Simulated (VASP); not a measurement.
Si2W:

```xyz
3
Lattice="-1.6069 1.6069 3.9150 1.6069 -1.6069 3.9150 1.6069 1.6069 -3.9150" Properties=species:S:1:pos:R:3 pbc="T T T"
Si    0.0000    0.0000    2.6207
Si    0.0000    0.0000    5.2092
W     0.0000    0.0000    0.0000
```

- Program: VASP 6.6.1
- Task: relaxation of cell and atoms
- Functional: PBE
- Potentials or basis: VASP PAW PBE potentials, release 64 (Si, W_sv)
- Cutoff: 600 eV
- k mesh: 18 × 18 × 18
- Occupations: gaussian, width 0.1 eV
- Spin: no spin polarisation

At the start: pressure 3.4 GPa; volume 13.48 Å³/atom.

Problem. How do energy, volume and symmetry change on relaxing?

Solution. Over 6 steps the energy falls by 2.1 meV/atom and the volume is 13.68 Å³/atom (+1.5 %); space group I4/mmm (No. 139, to 0.1 Å) before and after.

The path:
```csv
step,energy change (eV),largest force (eV/Å),pressure (GPa),volume (Å³)
1,0.0000,0.0628,3.38,40.44
2,0.0133,0.1030,-5.50,42.12
3,-0.0063,0.0003,-0.01,41.04
4,-0.0063,0.0009,0.05,41.02
5,-0.0063,0.0008,0.06,41.03
6,-0.0063,0.0009,0.05,41.03
```

Final structure:
```
Si W
1.0
    -1.61484    1.61484    3.93330
     1.61484   -1.61484    3.93330
     1.61484    1.61484   -3.93330
Si W
2 1
Direct
  0.33456 0.33456 0.00000
  0.66544 0.66544 0.00000
  0.00000 0.00000 0.00000
```
